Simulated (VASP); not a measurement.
## SiNi: relaxation of cell and atoms with PBEsol

The system is SiNi.

```
CELL_PARAMETERS angstrom
4.50369 0.00000 0.00000
0.00000 4.50369 0.00000
0.00000 0.00000 4.50369
ATOMIC_POSITIONS crystal
Ni 0.14950 0.14950 0.14950
Ni 0.64950 0.35050 0.85050
Ni 0.85050 0.64950 0.35050
Ni 0.35050 0.85050 0.64950
Si 0.84683 0.84683 0.84683
Si 0.34683 0.65317 0.15317
Si 0.15317 0.34683 0.65317
Si 0.65317 0.15317 0.34683
```

```yaml
Program: VASP 6.6.1
Task: relaxation of cell and atoms
Functional: PBEsol
Potentials_or_basis: VASP PAW PBE potentials, release 64 (Ni, Si)
Cutoff: 600 eV
k_mesh: 5 × 5 × 5
Occupations: fermi-dirac, width 0.05 eV
Spin: collinear spin, ferromagnetic start
Starting_moments: "[1.0, 1.0, 1.0, 1.0, 0.0, 0.0, 0.0, 0.0] μB"
Dipole_correction: no
Further_INCAR_settings: ALGO = Normal; EDIFF = 1e-07; IBRION = 2; EDIFFG = -0.005; NSW = 80; ISIF = 3
```

The relaxed volume is 11.16 Å³/atom and the relaxed cell is a = 4.469 Å, b = 4.469 Å, c = 4.469 Å, α = 90.00°, β = 90.00°, γ = 90.00°. The space group after relaxing (to 0.1 Å) is P2_13 (No. 198), the energy gained by relaxing is 3.8 meV/atom and the ionic steps are 9. The pressure after relaxing is 0.0 GPa, the largest force after relaxing is 0.004 eV/Å and the band gap on the k mesh is zero (filled and empty bands overlap). The net moment is 0.00 μB per cell and the valence electrons inside the program's atomic spheres are Ni 9.62; Si 1.59.

Forces in eV/Å, atoms in the order of the input:
```
Ni  -0.002 -0.002 -0.002
Ni  -0.002  0.002  0.002
Ni   0.002 -0.002  0.002
Ni   0.002  0.002 -0.002
Si   0.002  0.002  0.002
Si   0.002 -0.002 -0.002
Si  -0.002  0.002 -0.002
Si  -0.002 -0.002  0.002
```

The path:
```tsv
step	energy change (eV)	largest force (eV/Å)	pressure (GPa)	volume (Å³)
1	0.0000	0.0335	-4.44	91.35
2	-0.0005	0.0093	4.82	87.23
3	-0.0300	0.0146	-0.01	89.24
4	-0.0300	0.0142	0.10	89.20
5	-0.0301	0.0096	-0.09	89.29
6	-0.0301	0.0097	-0.10	89.28
7	-0.0301	0.0065	-0.04	89.27
8	-0.0301	0.0050	-0.02	89.26
9	-0.0301	0.0042	-0.03	89.26
```

Final structure:
```
Ni Si
1.0
     4.46907    0.00000    0.00000
     0.00000    4.46907    0.00000
     0.00000    0.00000    4.46907
Ni Si
4 4
Direct
  0.14920 0.14920 0.14920
  0.64920 0.35080 0.85080
  0.85080 0.64920 0.35080
  0.35080 0.85080 0.64920
  0.84649 0.84649 0.84649
  0.34649 0.65351 0.15351
  0.15351 0.34649 0.65351
  0.65351 0.15351 0.34649
```

Levels at points of the mesh, in eV from the Fermi level:
Spin up:
```csv
k point,band 26,band 27,band 28,band 29,band 30,band 31
"(0.00, 0.00, 0.00)",-1.71,-1.71,0.99,0.99,0.99,1.35
```
Spin down:
| k point | band 26 | band 27 | band 28 | band 29 | band 30 | band 31 |
| --- | --- | --- | --- | --- | --- | --- |
| (0.00, 0.00, 0.00) | -1.71 | -1.71 | 0.99 | 0.99 | 0.99 | 1.35 |

It took 11 min on 1 thread of Oxide Virtual Turin-like Processor, with other jobs on the host, peak memory 0.24 GiB.

Caveat: the moments typed at the start vanished in this run; the PAW data sets were made with another functional, which shifts forces and pressure a little.
